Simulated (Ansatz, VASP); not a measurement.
## One calculation of Ti2Ge, two programs

```
Ti Ge
1.0
     0.00000    4.65200    4.65200
     4.65200    0.00000    4.65200
     4.65200    4.65200    0.00000
Ti Ge
4 2
Direct
  0.59943 0.20172 0.59943
  0.59943 0.59943 0.59943
  0.20172 0.59943 0.59943
  0.59943 0.59943 0.20172
  0.75000 0.75000 0.75000
  0.00000 0.00000 0.00000
```

Alike in both runs: functional PBE; k mesh 8 × 8 × 8; occupations gaussian, width 0.1 eV; collinear spin.

Ansatz relaxed the structure, and its values are those at the end. VASP's run is a single point on that final structure, the one shown.

|  | VASP | Ansatz |
| --- | --- | --- |
| version | VASP 6.6.1 | Ansatz 0.2.0 |
| potentials or method | VASP PAW PBE potentials, release 64 (Ti_sv, Ge_d), cutoff 520 eV | scalar-relativistic, plane waves, PAW |
| valence electrons in the cell | 76 | 76 |

VASP gave:

| Quantity | Value |
| --- | --- |
| gap on the k mesh at the Fermi level (eV) | none |
| pressure (GPa) | 0.0 |
| rms of the force components (eV/Å) | 0.005 |
| net moment per atom (μB) | 1.07 |
| size of the moment on the site where the two differ most (μB) | 1.19 |

Task: Estimate Ansatz's values.

Result: gap on the k mesh at the Fermi level (eV): none; pressure (GPa): 0.0; rms of the force components (eV/Å): 0.006; net moment per atom (μB): 1.07; size of the moment on the site where the two differ most (μB): 1.02.

Site moments also hang on the region over which each program counts them. A gap of «none» marks a metal or a gap that the smearing closes.
